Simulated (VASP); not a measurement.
A run of VASP 6.6.1 is set up as follows.

File INCAR:

```
SYSTEM = V2Si
PREC = Accurate
ENCUT = 520
EDIFF = 1E-7
ISMEAR = 0
SIGMA = 0.2
LREAL = .False.
LASPH = .True.
NELM = 80
ALGO = Fast
ISIF = 2
LWAVE = .False.
LCHARG = .True.
GGA = PE
LELF = .True.
LVHAR = .True.
NBANDS = 39
```

Contents of KPOINTS:

```
Automatic mesh
0
Gamma
  6 6 6
  0 0 0
```

POSCAR

```
V2Si
1.0
    0.0000000000     -2.8421550113     -2.8421550113
   -2.8421550113      0.0000000000     -2.8421550113
    2.8421550113      2.8421550113     -5.6843100226
V Si
4 2
Direct
    0.6250000000      0.6250000000      0.1250000000
    0.1250000000      0.1250000000      0.6250000000
    0.8750000000      0.8750000000      0.3750000000
    0.3750000000      0.3750000000      0.8750000000
    1.0000000000      1.0000000000      0.0000000000
    0.5000000000      0.5000000000      0.5000000000
```

Potentials or basis: VASP PAW PBE potentials, release 64 (V_sv, Si).

The run is started by

```console
$ cat potpaw_PBE.64/V_sv/POTCAR potpaw_PBE.64/Si/POTCAR > POTCAR
$ mpirun -np 1 vasp_std > vasp.out
```

Q: Estimate the pressure.

A: 0.3 GPa.

Q: Predict the band gap on the k mesh.

A: Zero (band 30 reaches 9.38 eV, above the bottom of band 31 at 8.22 eV).
